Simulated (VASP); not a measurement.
The system is Rh.

```xyz
2
Lattice="2.7126 0.0000 0.0000 -1.3563 2.3492 0.0000 0.0000 0.0000 4.3988" Properties=species:S:1:pos:R:3 pbc="T T T"
Rh    0.0000    1.5661    1.0997
Rh    1.3563    0.7831    3.2991
```

Base run:

| Item | Value |
| --- | --- |
| Program | VASP 6.6.1 |
| Functional | r2SCAN |
| Potentials or basis | VASP PAW PBE potentials, release 64 (Rh_pv) |
| Cutoff | 520 eV |
| k mesh | 11 × 11 × 6 |
| Occupations | fermi-dirac, width 0.05 eV |
| Spin | no spin polarisation |

Its results: band gap on the k mesh zero (band 15 reaches 12.09 eV, above the bottom of band 16 at 9.73 eV); pressure -3.7 GPa.

Q: The run is repeated on the same cell with these changes: functional from r2SCAN to PBE; further incar settings from ALGO = Normal; EDIFF = 1e-06; NBANDS = 22 to ALGO = Normal; EDIFF = 1e-07; NBANDS = 22. What comes out?

A: Band gap on the k mesh zero (band 15 reaches 12.24 eV, above the bottom of band 16 at 9.96 eV); pressure 1.6 GPa.

Caveats: the PAW data sets were made with another functional, which shifts forces and pressure a little (some runs).
